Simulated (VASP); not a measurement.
AlNi3: single point with r2SCAN

Crystal: AlNi3.

```
Al Ni
1.0
     0.00000    2.80189    2.80189
     2.80189    0.00000    2.80189
     2.80189    2.80189    0.00000
Al Ni
1 3
Direct
  0.50000 0.50000 0.50000
  0.25000 0.25000 0.25000
  0.00000 0.00000 0.00000
  0.75000 0.75000 0.75000
```

| Property | Result |
| --- | --- |
| Program | VASP 6.6.1 |
| Task | single point |
| Functional | r2SCAN |
| Potentials or basis | VASP PAW PBE potentials, release 64 (Al, Ni) |
| Cutoff | 520 eV |
| k mesh | 1 × 1 × 1 |
| Occupations | gaussian, width 0.1 eV |
| Spin | no spin polarisation |

```yaml
Pressure: 3.9 GPa
```

Levels at points of the mesh, in eV from the Fermi level:
| k point | band 13 | band 14 | band 15 | band 16 | band 17 | band 18 | band 19 | band 20 |
| --- | --- | --- | --- | --- | --- | --- | --- | --- |
| (0.00, 0.00, 0.00) | -5.69 | -5.69 | -5.29 | -5.29 | 0.07 | 0.07 | 0.07 | 0.66 |

It took 26 s on 1 thread of Intel(R) Xeon(R) Platinum 8488C (Sapphire Rapids), on a shared host, peak memory 0.17 GiB.

Caveat: the k points lie up to 1.94 Å⁻¹ apart; the PAW data sets were made with another functional, which shifts forces and pressure a little. Spin polarisation is off, so any magnetic state and its effect on volume and gap are missing.
